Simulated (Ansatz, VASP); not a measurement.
CoO in VASP and in Ansatz

The input INCAR:

```
PREC = Accurate
ENCUT = 600
EDIFF = 1E-6
ISMEAR = -1
SIGMA = 0.05
LREAL = False
LASPH = True
NELM = 150
ALGO = Normal
ISIF = 3
LWAVE = False
LCHARG = False
ISPIN = 2
MAGMOM = 2 0
LORBIT = 11
LMAXMIX = 4
GGA = PS
IVDW = 13
IBRION = 2
NSW = 60
EDIFFG = -0.01
```

Contents of KPOINTS:

```
regular mesh
0
Gamma
  11 11 11
```

The input POSCAR:

```
CoO
1.0
    0.0000000000      2.1315000000      2.1315000000
    2.1315000000      0.0000000000      2.1315000000
    2.1315000000      2.1315000000      0.0000000000
Co O
1 1
Direct
    0.0000000000      0.0000000000      0.0000000000
    0.5000000000      0.5000000000      0.5000000000
```

Contents of input.yaml:

```yaml
crystal:
  lattice:
    - [0.0, 2.1315, 2.1315]
    - [2.1315, 0.0, 2.1315]
    - [2.1315, 2.1315, 0.0]
  atoms:
    - { symbol: Co, position: [0.0, 0.0, 0.0], spin: 2.0 }
    - { symbol: O, position: [0.5, 0.5, 0.5] }
hamiltonian:
  xc: pbesol
  pseudopotentials: { kind: paw }
  dispersion: d4
magnetization:
  spin_polarized: true
kpoints:
  mp_grid: { grid: [11, 11, 11] }
scf:
  occupations: { method: fermi_dirac, width: 0.05 }
output:
  forces: true
  stress: true
  eigenvalues: true
relax:
  f_tol: 0.01
  max_steps: 40
  cell: { stress_tol: 0.05 }
```

Alike in both runs: task relaxation of cell and atoms; functional PBEsol; dispersion D4; k mesh 11 × 11 × 11; occupations fermi-dirac, width 0.05 eV; collinear spin.

|  | VASP | Ansatz |
| --- | --- | --- |
| version | VASP 6.6.1 | Ansatz 0.2.0 |
| potentials or method | VASP PAW PBE potentials, release 64 (Co, O) | Ansatz PAW |
| plane-wave cutoff (eV) | 600 | 420 |
| valence electrons in the cell | 15 | 23 |

Ansatz gave:

- gap on the k mesh at the Fermi level, each at its own relaxed structure (eV): none
- net moment per atom (μB): 1.38
- size of the moment on the site where the two differ most (μB): 0.30
- relaxed volume (Å³/atom): 8.97
- relaxed cell length with the largest relative difference (Å): 2.939

Q: Which values does VASP return?

A: gap on the k mesh at the Fermi level, each at its own relaxed structure (eV): none; net moment per atom (μB): 1.33; size of the moment on the site where the two differ most (μB): 0.26; relaxed volume (Å³/atom): 8.91; relaxed cell length with the largest relative difference (Å): 2.932.

VASP's potentials were made for PBE, not for PBEsol. Site moments also hang on the region over which each program counts them. A gap of «none» marks a metal or a gap that the smearing closes. VASP's potentials hold 15 valence electrons a cell and Ansatz's 23, so a difference there can come from the potentials and not from the codes.

Noted on Ansatz's run: the plane-wave basis is chosen anew once the cell has moved, so the energies of steps on either side of that aren't comparable.
